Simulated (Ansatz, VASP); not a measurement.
# One calculation of Ir, two programs

The input INCAR:

```
PREC = Accurate ; ENCUT = 600
EDIFF = 1E-7 ; ISMEAR = -1
SIGMA = 0.05 ; LREAL = F
LASPH = T ; NELM = 60
ALGO = Normal ; ISIF = 3
LWAVE = F ; LCHARG = F
GGA = PS ; IBRION = 2
NSW = 80 ; EDIFFG = -0.01
```

File KPOINTS:

```
regular mesh
0
Gamma
  15 15 15
```

File POSCAR:

```
Ir
1.0
    0.0000000000      1.9156000000      1.9156000000
    1.9156000000      0.0000000000      1.9156000000
    1.9156000000      1.9156000000      0.0000000000
Ir
1
Direct
    0.0000000000      0.0000000000      0.0000000000
```

Input for Ansatz:

```yaml
crystal:
  lattice:
    - [0.0, 1.9156, 1.9156]
    - [1.9156, 0.0, 1.9156]
    - [1.9156, 1.9156, 0.0]
  atoms:
    - { symbol: Ir, position: [0.0, 0.0, 0.0] }
kpoints:
  mp_grid: { grid: [15, 15, 15] }
scf:
  occupations: { method: fermi_dirac, width: 0.05 }
hamiltonian:
  xc: pbesol
  pseudopotentials: { kind: paw, azcp: { folder: soft_1 } }
output:
  forces: true
  stress: true
  populations: true
  efg: { quadrupole_moments_barn: { Ir: 0.751 }, contact_densities: true }
  write_density: true
  write_potential: true
  elf: true
  volumetric_format: npy
relax:
  f_tol: 0.01
  max_steps: 60
  cell: {}
```

Alike in both runs: task relaxation of cell and atoms; functional PBEsol; k mesh 15 × 15 × 15; occupations fermi-dirac, width 0.05 eV; no spin polarisation.

```csv
,VASP,Ansatz
version,VASP 6.6.1,Ansatz 0.2.0
potentials or method,"VASP PAW PBE potentials, release 64 (Ir)","plane-wave PAW, scalar-relativistic"
plane-wave cutoff (eV),600,420
valence electrons in the cell,9,17
```

```tsv
	VASP	Ansatz	Ansatz less VASP
relaxed volume (Å³/atom)	14.08	14.04	-0.040
relaxed cell length with the largest relative difference (Å)	2.711	2.708	-0.0026
```

VASP's potentials were made for PBE, not for PBEsol, and Ansatz warns of the same on its side. VASP's potentials hold 9 valence electrons a cell and Ansatz's 17, so a difference there can come from the potentials and not from the codes.

Neither program's run includes spin-orbit coupling.
